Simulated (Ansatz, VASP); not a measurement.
# Two plane-wave programs on CaSe

```
Ca Se
1.0
     0.00000    3.27956    3.27956
     3.27956    0.00000    3.27956
     3.27956    3.27956    0.00000
Ca Se
1 1
Direct
  0.00000 0.00000 0.00000
  0.25000 0.25000 0.25000
```

Alike in both runs: task single point; functional HSE06; k mesh 4 × 4 × 4; no spin polarisation.

|  | VASP | Ansatz |
| --- | --- | --- |
| version | VASP 6.6.1 | Ansatz 0.2.0 |
| potentials or method | VASP PAW PBE potentials, release 64 (Ca_sv, Se) | plane waves, PAW |
| plane-wave cutoff (eV) | 520 | 420 |
| occupations | gaussian, width 0.01 eV | fixed |
| valence electrons in the cell | 16 | 26 |

```csv
,VASP,Ansatz,Ansatz less VASP
gap on the k mesh at the Fermi level (eV),4.09,4.09,+0.002
pressure (GPa),0.3,0.3,-0.03
```

VASP's potentials hold 16 valence electrons a cell and Ansatz's 26, so a difference there can come from the potentials and not from the codes. Ansatz's warnings: stress exchange threshold loose, stress scf threshold loose.
